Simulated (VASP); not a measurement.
# InCu2 (P6_3/mmc) in VASP: further runs

The runs below take InCu2 through single point, with LDA.

Everything below comes from runs of VASP 6.6.1. Logs are shortened: lines on timing, memory, paths and dates and some standing lists are left out, and cuts for length are marked.

### 1 The cell of the first run

It takes space group P6_3/mmc (No. 194, hexagonal). The conventional cell has a = 4.207 Å, b = 4.207 Å, c = 5.126 Å, α = 90.00°, β = 90.00°, γ = 120.00°. In (site symmetry -6m2) has 11 Cu at 2.43 to 2.75 Å within 3.2 Å. Cu (site symmetry -6m2) has 5 In at 2.43 to 2.56 Å and 6 Cu at 2.75 Å within 3.2 Å. Cu (site symmetry -3m) has 8 Cu at 2.56 to 2.75 Å and 6 In at 2.75 Å within 3.4 Å.

### 2 Single point, LDA

File INCAR:

```
PREC = Accurate
ENCUT = 520
EDIFF = 1E-6
ISMEAR = -1
SIGMA = 0.1
LREAL = F
LASPH = T
NELM = 60
ALGO = Normal
ISIF = 2
LWAVE = F
LCHARG = F
GGA = CA
NBANDS = 44
```

File KPOINTS:

```
Automatic mesh
0
Gamma
  6 6 5
```

File POSCAR:

```
InCu2
1.0
    4.2066366267      0.0000000000      0.0000000000
   -2.1033183133      3.6430542895      0.0000000000
    0.0000000000      0.0000000000      5.1259781897
In Cu
2 4
Direct
    0.3333333333      0.6666666667      0.7500000000
    0.6666666667      0.3333333333      0.2500000000
    0.3333333333      0.6666666667      0.2500000000
    0.6666666667      0.3333333333      0.7500000000
    0.0000000000      0.0000000000      0.0000000000
    0.0000000000      0.0000000000      0.5000000000
```

Potentials or basis: VASP PAW LDA potentials, release 64 (In_d, Cu).

On the command line:

```sh
$ cat potpaw_LDA.64/In_d/POTCAR potpaw_LDA.64/Cu/POTCAR > POTCAR
$ mpirun -np 1 vasp_std > vasp.out
```

OUTCAR:

```text
PREC = Accurate
   ENCUT = 520
   EDIFF = 1E-6
   ISMEAR = -1
   LREAL = F
   LASPH = T
   NELM = 60
   ISIF = 2
   GGA = CA

 ion  position               nearest neighbor table
   1  0.333  0.667  0.750-   4 2.43   4 2.43   4 2.43   3 2.56   3 2.56   5 2.75   6 2.75   6 2.75
                             5 2.75   6 2.75   5 2.75   2 3.53   2 3.53   2 3.53   2 3.53   2 3.53
   2  0.667  0.333  0.250-   3 2.43   3 2.43   3 2.43   4 2.56   4 2.56   5 2.75   6 2.75   5 2.75
                             6 2.75   5 2.75   6 2.75   1 3.53   1 3.53   1 3.53   1 3.53   1 3.53
   3  0.333  0.667  0.250-   2 2.43   2 2.43   2 2.43   1 2.56   1 2.56   5 2.75   6 2.75   6 2.75
                             5 2.75   6 2.75   5 2.75
   4  0.667  0.333  0.750-   1 2.43   1 2.43   1 2.43   2 2.56   2 2.56   5 2.75   6 2.75   5 2.75
                             6 2.75   5 2.75   6 2.75
   5  0.000  0.000  0.000-   6 2.56   6 2.56   3 2.75   4 2.75   1 2.75   2 2.75   2 2.75   4 2.75
                             1 2.75   3 2.75   2 2.75   4 2.75   1 2.75   3 2.75
   6  0.000  0.000  0.500-   5 2.56   5 2.56   3 2.75   4 2.75   1 2.75   2 2.75   2 2.75   4 2.75
                             1 2.75   3 2.75   2 2.75   4 2.75   1 2.75   3 2.75

  LATTYP: Found a hexagonal cell.
 ALAT       =     4.2066366267
 C/A-ratio  =     1.2185455138

  Lattice vectors:

 A1 = (   4.2066366267,   0.0000000000,   0.0000000000)
 A2 = (  -2.1033183133,   3.6430542895,   0.0000000000)
 A3 = (   0.0000000000,   0.0000000000,   5.1259781897)

Analysis of symmetry for initial positions (statically):
=====================================================================
 Subroutine PRICEL returns:
 Original cell was already a primitive cell.

 Routine SETGRP: Setting up the symmetry group for a
 hexagonal supercell.

 Subroutine GETGRP returns: Found 24 space group operations
 (whereof 12 operations were pure point group operations)
 out of a pool of 24 trial point group operations.

The static configuration has the point symmetry D_3d.
 The point group associated with its full space group is D_6h.

Analysis of symmetry for dynamics (positions and initial velocities):
=====================================================================
 Subroutine PRICEL returns:
 Original cell was already a primitive cell.

 Routine SETGRP: Setting up the symmetry group for a
 hexagonal supercell.

 Subroutine GETGRP returns: Found 24 space group operations
 (whereof 12 operations were pure point group operations)
 out of a pool of 24 trial point group operations.

The dynamic configuration has the point symmetry D_3d.
 The point group associated with its full space group is D_6h.

 Subroutine INISYM returns: Found 24 space group operations
 (whereof 12 operations are pure point group operations),
 and found     1 'primitive' translations

----------------------------------------------------------------------------------------

                                     Primitive cell

  volume of cell :      78.5556

  direct lattice vectors                    reciprocal lattice vectors
     4.206636627  0.000000000  0.000000000     0.237719606  0.137247474  0.000000000
    -2.103318313  3.643054290  0.000000000     0.000000000  0.274494949  0.000000000
     0.000000000  0.000000000  5.125978190     0.000000000  0.000000000  0.195084716

  length of vectors
     4.206636627  4.206636719  5.125978190     0.274494955  0.274494949  0.195084716

  position of ions in fractional coordinates (direct lattice)
     0.333333333  0.666666667  0.750000000
     0.666666667  0.333333333  0.250000000
     0.333333333  0.666666667  0.250000000
     0.666666667  0.333333333  0.750000000
     0.000000000  0.000000000  0.000000000
     0.000000000  0.000000000  0.500000000

  ion indices of the primitive-cell ions
   primitive index   ion index
                 1           1
                 2           2
                 3           3
                 4           4
                 5           5
                 6           6

----------------------------------------------------------------------------------------

 KPOINTS: Automatic mesh

Automatic generation of k-mesh.
 Grid dimensions read from file:
 generate k-points for:    6    6    5

 Generating k-lattice:

  Cartesian coordinates                     Fractional coordinates (reciprocal lattice)
     0.039619934  0.022874579  0.000000000     0.166666667  0.000000000  0.000000000
     0.000000000  0.045749158  0.000000000     0.000000000  0.166666667  0.000000000
     0.000000000  0.000000000  0.039016943     0.000000000  0.000000000  0.200000000

  Length of vectors
     0.045749159  0.045749158  0.039016943

  Shift w.r.t. Gamma in fractional coordinates (k-lattice)
     0.000000000  0.000000000  0.000000000

 Subroutine IBZKPT returns following result:
 ===========================================

 Found     21 irreducible k-points:

 Following reciprocal coordinates:
            Coordinates               Weight
  0.000000  0.000000  0.000000      1.000000
  0.166667 -0.000000  0.000000      6.000000
  0.333333 -0.000000  0.000000      6.000000
  0.500000 -0.000000  0.000000      3.000000
  0.166667  0.166667  0.000000      6.000000
  0.333333  0.166667  0.000000     12.000000
[... 13 lines left out ...]
  0.333333  0.166667  0.400000     24.000000
  0.333333  0.333333  0.400000      4.000000
   k-points           NKPTS =     21   k-points in BZ     NKDIM =     21   number of bands    NBANDS=     44
   number of dos      NEDOS =    301   number of ions     NIONS =      6
   total plane-waves  NPLWV =  40960
   dimension x,y,z NGX =    32 NGY =   32 NGZ =   40
   dimension x,y,z NGXF=    64 NGYF=   64 NGZF=   80
   ions per type =               2   4
   NGX,Y,Z   is equivalent  to a cutoff of  12.65, 12.65, 12.97 a.u.
   NGXF,Y,Z  is equivalent  to a cutoff of  25.29, 25.29, 25.95 a.u.
 SYSTEM =  unknown system
   PREC   = accura    normal or accurate (medium, high low for compatibility)
   ISTART =      0    job   : 0-new  1-cont  2-samecut
   ICHARG =      2    charge: 1-file 2-atom 10-const
   ISPIN  =      1    spin polarized calculation?
   LNONCOLLINEAR =      F non collinear calculations
   LSORBIT =      F    spin-orbit coupling
   LASPH  =      T    aspherical Exc in radial PAW
   ENCUT  =  520.0 eV  38.22 Ry    6.18 a.u.   7.82  7.82  9.53*2*pi/ulx,y,z
   NELM   =     60;   NELMIN=  2; NELMDL= -5     # of ELM steps
   EDIFF  = 0.1E-05   stopping-criterion for ELM
   LREAL  =      F    real-space projection
   EDIFFG = 0.1E-04   stopping-criterion for IOM
   NSW    =      0    number of steps for IOM
   IBRION =     -1    ionic relax: 0-MD 1-quasi-New 2-CG
   NFREE  =      0    steps in history (QN), initial steepest desc. (CG)
   ISIF   =      2    stress and relaxation
   ISYM   =      2    0-nonsym 1-usesym 2-fastsym
   POTIM  = 0.5000    time-step for ionic-motion
   TEBEG  =    0.0;   TEEND  =   0.0 temperature during run
   PSTRESS=    0.0 pullay stress
   NELECT =      70.0000    total number of electrons
   NUPDOWN=      -1.0000    fix difference up-down
   EMIN   =  10.00;   EMAX   =-10.00  energy-range for DOS
   EFERMI =   0.00;   METHOD = LEGACY
   ISMEAR =    -1;   SIGMA  =   0.10  broadening in eV -4-tet -1-fermi 0-gaus
   EFERMI_NEDOS =   21; number of points for ismear=-14 and -15
   IALGO  =     38    algorithm
   IMIX   =      4    mixing-type and parameters
     AMIX     =   0.40;   BMIX     =  1.00
     AMIX_MAG =   1.60;   BMIX_MAG =  1.00
  volume/ion in A,a.u.               =      13.09        88.35
  Fermi-wavevector in a.u.,A,eV,Ry     =   1.575367  2.977012 33.766678  2.481781
  Thomas-Fermi vector in A             =   2.676361
   LORBIT       =      0    0 simple, 1 ext, 2 COOP (PROOUT), +10 PAW based schemes
   GGA     = CA    functional components
   LHFCALC =     F    Hartree Fock is set to
   AEXX    =    0.0000 exact exchange contribution
   IVDW    =     0    specifies the selected vdW correction
   LEPSILON=     F    determine dielectric tensor
   LRPA    =     F    only Hartree local field effects (RPA)
 non-spin polarized calculation
  energy-cutoff  :      520.00
  volume of cell :       78.56
 maximum number of plane-waves:      2149
 NGX is ok and might be reduce to    32
   NGX = 15   NGY = 15   NGZ = 19

 number of electron      69.9999963 magnetization

 Free energy of the ion-electron system (eV)
  ---------------------------------------------------
  ext. energy  EPLUGINS =         0.00000000
  ---------------------------------------------------
  free energy    TOTEN  =       -24.62918647 eV

  energy without entropy =      -24.59717774  energy(sigma->0) =      -24.61318211

 E-fermi :  10.6516     XC(G=0): -13.1493

 val. band max:       10.5008298979   @ k =   0.1667  -0.0000   0.0000
 cond. band min:      10.8018989061   @ k =   0.1667  -0.0000   0.2000
 fundamental gap:      0.3010690082
 Fermi energy:        10.6516009774

 k-point     1 :       0.0000    0.0000    0.0000
  band No.  band energies     occupation
      1      -4.5375      2.00000
      2      -4.3945      2.00000
      3      -4.3945      2.00000
      4      -4.3877      2.00000
      5      -4.3600      2.00000
      6      -4.3600      2.00000
[... 36 lines left out ...]
     43      17.7031      0.00000
     44      17.7052      0.00000

 k-point     2 :       0.1667   -0.0000    0.0000
  band No.  band energies     occupation
      1      -4.5307      2.00000
      2      -4.4139      2.00000
      3      -4.4064      2.00000
      4      -4.3897      2.00000
      5      -4.3566      2.00000
      6      -4.3525      2.00000
[... 36 lines left out ...]
     43      16.9403      0.00000
     44      17.1155      0.00000

 k-point     3 :       0.3333   -0.0000    0.0000
  band No.  band energies     occupation
      1      -4.5339      2.00000
      2      -4.4345      2.00000
      3      -4.4282      2.00000
      4      -4.3953      2.00000
      5      -4.3422      2.00000
      6      -4.3400      2.00000
[... 835 lines left out ...]
     43      18.9506      0.00000
     44      19.1729      0.00000

 k-point    21 :       0.3333    0.3333    0.4000
  band No.  band energies     occupation
      1      -4.4061      2.00000
      2      -4.4061      2.00000
      3      -4.3890      2.00000
      4      -4.3651      2.00000
      5      -4.3463      2.00000
      6      -4.3382      2.00000
[... 36 lines left out ...]
     43      18.9132      0.00000
     44      18.9633      0.00000

------------------------ aborting loop because EDIFF is reached ----------------------------------------

  FORCE on cell =-STRESS in cart. coord.  units (eV):
  Direction    XX          YY          ZZ          XY          YZ          ZX
  --------------------------------------------------------------------------------------
  -------------------------------------------------------------------------------------
  Total        6.7260715      6.7260719      5.1806319      0.0000000      0.0000000     -0.0000000
  in kB      137.1812218    137.1812298    105.6612937      0.0000000      0.0000000     -0.0000000
  external PRESSURE =     126.6745818 kB  Pullay stress =       0.0000000 kB

 VOLUME and BASIS-vectors are now :
 -----------------------------------------------------------------------------
  energy-cutoff  :      520.00
  volume of cell :       78.56
      direct lattice vectors                 reciprocal lattice vectors
     4.206636627  0.000000000  0.000000000     0.237719606  0.137247474  0.000000000
    -2.103318313  3.643054290  0.000000000     0.000000000  0.274494949  0.000000000
     0.000000000  0.000000000  5.125978190     0.000000000  0.000000000  0.195084716

 POSITION                                       TOTAL-FORCE (eV/Angst)
 -----------------------------------------------------------------------------------
     -0.00000      2.42870      3.84448         0.000000     -0.000000      0.000000
      2.10332      1.21435      1.28149        -0.000000      0.000000      0.000000
     -0.00000      2.42870      1.28149        -0.000000     -0.000000      0.000000
      2.10332      1.21435      3.84448         0.000000      0.000000      0.000000
      0.00000      0.00000      0.00000        -0.000000     -0.000000      0.000000
      0.00000      0.00000      2.56299        -0.000000     -0.000000      0.000000
 -----------------------------------------------------------------------------------
    total drift:                               -0.000000      0.000000      0.000000

  FREE ENERGIE OF THE ION-ELECTRON SYSTEM (eV)
  ---------------------------------------------------
  free  energy   TOTEN  =       -24.6291864749 eV

  energy  without entropy=      -24.5971777368  energy(sigma->0) =      -24.61318211
```

Run time: 70 s. Hardware: 1 thread of Intel Xeon Platinum 8488C (Sapphire Rapids), shared host; peak memory 0.19 GiB.

What came out:

| Property | Result |
| --- | --- |
| Free energy | -24.6292 eV |
| Pressure | 12.7 GPa |
| Band gap on the k mesh | zero (band 35 reaches 13.33 eV, above the bottom of band 36 at 8.46 eV) |

Levels at points of the mesh, in eV from the Fermi level:
```tsv
k point	band 33	band 34	band 35	band 36	band 37	band 38
(0.00, 0.00, 0.00)	-1.83	1.85	1.85	2.10	2.10	2.70
(0.50, 0.00, 0.00)	-2.72	-2.02	-1.98	0.39	0.81	1.39
```

Caveat: spin-orbit coupling is left out, which moves the levels of the heavy elements.

### 3 Single point, LDA

This run uses another cell than the first one, of 13.37 Å³/atom, 1.021 times its volume.

File INCAR:

```
SYSTEM = InCu2
  PREC = Accurate
  ENCUT = 520
  EDIFF = 1E-6
  ISMEAR = -1
  SIGMA = 0.1
  LREAL = .FALSE.
  LASPH = .TRUE.
  NELM = 100
  ALGO = Normal
  ISIF = 2
  LWAVE = .FALSE.
  LCHARG = .FALSE.
  NBANDS = 44
```

File KPOINTS:

```
regular mesh
0
G
  6 6 5
  0 0 0
```

POSCAR, as its differences from that of step 2:

```diff
@@ -2,5 +2,5 @@
 1.0
-    4.2066366267      0.0000000000      0.0000000000
-   -2.1033183133      3.6430542895      0.0000000000
-    0.0000000000      0.0000000000      5.1259781897
+    4.2362618043      0.0000000000      0.0000000000
+   -2.1181309022      3.6687104467      0.0000000000
+    0.0000000000      0.0000000000      5.1620778170
 In Cu
```

Potentials or basis: VASP PAW LDA potentials, release 64 (In_d, Cu).

On the command line:

```sh
$ cat potpaw_LDA.64/In_d/POTCAR potpaw_LDA.64/Cu/POTCAR > POTCAR
$ mpirun -np 1 vasp_std > vasp.out
```

Wall time 70 s (1 thread of Intel Xeon Platinum 8488C (Sapphire Rapids), shared host); peak memory 0.19 GiB.

The run converged. Its results:

| Item | Value |
| --- | --- |
| Free energy | -24.7417 eV |
| Pressure | 8.8 GPa |
| Band gap on the k mesh | zero (band 35 reaches 12.96 eV, above the bottom of band 36 at 8.17 eV) |

Stress tensor (GPa, compression positive):
```
9.68 0.00 0.00
0.00 9.68 0.00
0.00 0.00 6.99
```

Levels at points of the mesh, in eV from the Fermi level:
| k point | band 31 | band 32 | band 33 | band 34 | band 35 | band 36 | band 37 | band 38 | band 39 | band 40 |
| --- | --- | --- | --- | --- | --- | --- | --- | --- | --- | --- |
| (0.00, 0.00, 0.00) | -2.80 | -2.48 | -1.81 | 1.83 | 1.83 | 2.08 | 2.08 | 2.59 | 3.31 | 4.69 |
| (0.50, 0.00, 0.00) | -2.91 | -2.82 | -2.67 | -1.98 | -1.93 | 0.33 | 0.78 | 1.32 | 3.73 | 4.56 |

Caveat: spin-orbit coupling is left out, which moves the levels of the heavy elements.

### 4 Single point, LDA

This run uses another cell than the first one, of 13.65 Å³/atom, 1.043 times its volume.

File INCAR:

```
SYSTEM = InCu2
PREC     = Accurate       ! precision mode
ENCUT    = 520            ! plane-wave cutoff, eV
EDIFF    = 1E-6           ! SCF threshold, eV
ISMEAR   = -1             ! smearing method
SIGMA    = 0.1            ! smearing width, eV
LREAL    = .False.        ! projectors in reciprocal space
LASPH    = .True.         ! aspherical terms in the spheres
NELM     = 100            ! most SCF steps
ALGO     = Normal         ! electronic algorithm
ISIF     = 2              ! what is computed and relaxed
LWAVE    = .False.        ! write WAVECAR
LCHARG   = .False.        ! write CHGCAR
GGA      = CA             ! functional
NBANDS   = 44             ! bands
```

File KPOINTS:

```
Automatic mesh
0
Gamma
  6 6 5
  0 0 0
```

POSCAR, as its differences from that of step 3:

```diff
@@ -2,5 +2,5 @@
 1.0
-    4.2362618043      0.0000000000      0.0000000000
-   -2.1181309022      3.6687104467      0.0000000000
-    0.0000000000      0.0000000000      5.1620778170
+    4.2654783262      0.0000000000      0.0000000000
+   -2.1327391631      3.6940126976      0.0000000000
+    0.0000000000      0.0000000000      5.1976794787
 In Cu
```

On the command line:

```sh
$ cat potpaw_LDA.64/In_d/POTCAR potpaw_LDA.64/Cu/POTCAR > POTCAR
$ mpirun -np 1 vasp_std > vasp.out
```

Run time: 70 s. Hardware: 1 thread of Intel Xeon Platinum 8488C (Sapphire Rapids), shared host; peak memory 0.2 GiB.

It converged, with:

* Free energy: -24.8162 eV
* Pressure: 5.5 GPa
* Band gap on the k mesh: zero (band 35 reaches 12.61 eV, above the bottom of band 36 at 7.88 eV)

Stress tensor (GPa, compression positive):
```
6.24 0.00 0.00
0.00 6.24 0.00
0.00 0.00 3.98
```

Levels at points of the mesh, in eV from the Fermi level:
```
           k point  band 33  band 34  band 35  band 36  band 37  band 38
(0.00, 0.00, 0.00)    -1.79     1.80     1.80     2.07     2.07     2.48
(0.50, 0.00, 0.00)    -2.63    -1.95    -1.88     0.26     0.76     1.25
```

Caveat: spin-orbit coupling is left out, which moves the levels of the heavy elements.

### 5 Single point, LDA

This run uses another cell than the first one, of 13.93 Å³/atom, 1.064 times its volume.

File INCAR:

```
PREC     = Accurate       # precision mode
ENCUT    = 520            # plane-wave cutoff, eV
EDIFF    = 1E-7           # SCF threshold, eV
ISMEAR   = -1             # smearing method
SIGMA    = 0.1            # smearing width, eV
LREAL    = F              # projectors in reciprocal space
LASPH    = T              # aspherical terms in the spheres
NELM     = 60             # most SCF steps
ALGO     = Normal         # electronic algorithm
ISIF     = 2              # what is computed and relaxed
LWAVE    = F              # write WAVECAR
LCHARG   = F              # write CHGCAR
GGA      = CA             # functional
NBANDS   = 44             # bands
```

File KPOINTS:

```
Automatic mesh
0
Gamma
  6 6 5
```

POSCAR, as its differences from that of step 4:

```diff
@@ -2,5 +2,5 @@
 1.0
-    4.2654783262      0.0000000000      0.0000000000
-   -2.1327391631      3.6940126976      0.0000000000
-    0.0000000000      0.0000000000      5.1976794787
+    4.2943000000      0.0000000000      0.0000000000
+   -2.1471500000      3.7189730000      0.0000000000
+    0.0000000000      0.0000000000      5.2328000000
 In Cu
```

On the command line:

```sh
$ cat potpaw_LDA.64/In_d/POTCAR potpaw_LDA.64/Cu/POTCAR > POTCAR
$ mpirun -np 1 vasp_std > vasp.out
```

Wall time 79 s (1 thread of Intel Xeon Platinum 8488C (Sapphire Rapids), shared host); peak memory 0.2 GiB.

The run converged. Its results:

- Free energy: -24.8568 eV
- Pressure: 2.3 GPa
- Band gap on the k mesh: zero (band 35 reaches 12.28 eV, above the bottom of band 36 at 7.61 eV)

Stress tensor (GPa, compression positive):
```
2.92 0.00 0.00
0.00 2.92 0.00
0.00 0.00 1.06
```

Levels at points of the mesh, in eV from the Fermi level:
| k point | band 33 | band 34 | band 35 | band 36 | band 37 | band 38 |
| --- | --- | --- | --- | --- | --- | --- |
| (0.00, 0.00, 0.00) | -1.76 | 1.77 | 1.77 | 2.05 | 2.05 | 2.38 |
| (0.50, 0.00, 0.00) | -2.59 | -1.92 | -1.82 | 0.20 | 0.74 | 1.19 |

Caveat: spin-orbit coupling is left out, which moves the levels of the heavy elements.

(Continued in part 2 of 2.)
